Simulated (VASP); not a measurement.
Set up this calculation in VASP 6.6.1, as the native input.

* Task: single point
* Functional: PBE
* Dispersion: D3(BJ)
* Potentials or basis: VASP PAW PBE potentials, release 64 (Se, In_d)
* Cutoff: 520 eV
* k mesh: 9 × 9 × 1
* Occupations: gaussian, width 0.05 eV
* Spin: no spin polarisation
* Dipole correction: yes
* Further INCAR settings: ALGO = Normal; EDIFF = 1e-06; NBANDS = 27

The structure of InSe lies in POSCAR:

```
InSe
1.0
    4.0309630959      0.0000000029      0.0000000000
   -2.0154815504      3.4909164413      0.0000000000
    0.0000000000      0.0000000000     22.0112801213
Se In
2 2
Direct
    0.3333333333      0.6666666667      0.3777220579
    0.3333333333      0.6666666667      0.6222778028
    0.6666666667      0.3333333333      0.4365088330
    0.6666666667      0.3333333333      0.5634913062
```

These files were run (other wordings do the same):

INCAR

```
PREC = Accurate
ENCUT = 520
EDIFF = 1E-6
ISMEAR = 0
SIGMA = 0.05
LREAL = F
LASPH = T
NELM = 60
ALGO = Normal
ISIF = 2
LWAVE = F
LCHARG = T
LDIPOL = T
IDIPOL = 3
DIPOL = 0.5 0.5 0.500
GGA = PE
IVDW = 12
LELF = T
LVHAR = T
LVACPOTAV = T
NBANDS = 27
```

KPOINTS

```
Automatic mesh
0
Gamma
  9 9 1
```

Potentials or basis: VASP PAW PBE potentials, release 64 (Se, In_d).

Run with:

```bash
$ cat potpaw_PBE.64/Se/POTCAR potpaw_PBE.64/In_d/POTCAR > POTCAR
$ mpirun -np 1 vasp_std > vasp.out
```

Results of the run:

The largest force is 0.009 eV/Å. The band gap on the k mesh is 1.61 eV (least direct gap 1.67 eV) and the dispersion energy per atom is -0.221 eV.

Caveat: spin-orbit coupling is left out, which moves the levels of the heavy elements.

Run time: 3.8 min on 1 thread of Intel Xeon 8259CL (shared host), peak memory 0.45 GiB.
